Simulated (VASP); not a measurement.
A run of VASP 6.6.1 is set up as follows.

INCAR

```
PREC     = Accurate       # precision mode
ENCUT    = 600            # plane-wave cutoff, eV
EDIFF    = 1E-6           # SCF threshold, eV
ISMEAR   = -1             # smearing method
SIGMA    = 0.05           # smearing width, eV
LREAL    = F              # projectors in reciprocal space
LASPH    = T              # aspherical terms in the spheres
NELM     = 100            # most SCF steps
ALGO     = Normal         # electronic algorithm
ISIF     = 3              # what is computed and relaxed
LWAVE    = F              # write WAVECAR
LCHARG   = F              # write CHGCAR
GGA      = PS             # functional
IBRION   = 2              # ionic algorithm
NSW      = 80             # ionic steps
EDIFFG   = -0.01          # ionic threshold
PSTRESS  = 200.0
```

KPOINTS

```
regular mesh
0
Gamma
  10 10 9
```

POSCAR

```
WC
1.0
    2.9065000000      0.0000000000      0.0000000000
   -1.4532500000      2.5171028361      0.0000000000
    0.0000000000      0.0000000000      2.8366000000
W C
1 1
Direct
    0.0000000000      0.0000000000      0.0000000000
    0.6666666667      0.3333333333      0.5000000000
```

Potentials or basis: VASP PAW PBE potentials, release 64 (W_sv, C).

Run with:

```sh
$ cat potpaw_PBE.64/W_sv/POTCAR potpaw_PBE.64/C/POTCAR > POTCAR
$ mpirun -np 1 vasp_std > vasp.out
```

**Question.** Estimate the relaxed cell.

**Answer.** a = 2.855 Å, b = 2.855 Å, c = 2.795 Å, α = 90.00°, β = 90.00°, γ = 120.00°.

**Question.** Estimate the relaxed volume.

**Answer.** 9.87 Å³/atom.

The path:
```
step  energy change (eV)  largest force (eV/Å)  pressure (GPa)  volume (Å³)
   1              0.0000                0.0000           -2.33        20.75
   2              1.3879                0.0000          135.53        16.71
   3              0.0440                0.0000           18.30        19.82
   4              0.0506                0.0000           19.58        19.76
   5              0.0530                0.0000           20.06        19.74
   6              0.0554                0.0000           20.19        19.72
   7              0.0536                0.0000           20.12        19.73
```

Caveat: the cell is relaxed towards a set pressure, so the enthalpy falls and the energy may rise; the PAW data sets were made with another functional, which shifts forces and pressure a little.
